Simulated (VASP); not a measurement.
The system is MgO.

```
CELL_PARAMETERS angstrom
2.62335 0.00000 0.00000
0.00000 2.62335 0.00000
0.00000 0.00000 2.62335
ATOMIC_POSITIONS crystal
Mg 0.00000 0.00000 0.00000
O 0.50000 0.50000 0.50000
```

Base run:

| Property | Result |
| --- | --- |
| Program | VASP 6.6.1 |
| Functional | PBE |
| Potentials or basis | VASP PAW PBE potentials, release 64 (Mg, O) |
| Cutoff | 520 eV |
| k mesh | 8 × 8 × 8 |
| Occupations | gaussian, width 0.01 eV |
| Spin | no spin polarisation |

Its results: band gap on the k mesh 2.62 eV (least direct gap 3.64 eV); pressure 5.5 GPa.

**Question.** The run is repeated on the same cell with these changes: functional from PBE to r2SCAN. What comes out?

**Answer.** Band gap on the k mesh 3.45 eV (least direct gap 4.51 eV); pressure -1.2 GPa.

Caveats: the cell stands under pressure (at least some runs); the PAW data sets were made with another functional, which shifts forces and pressure a little (at least some runs).

A k mesh can miss the band edges.
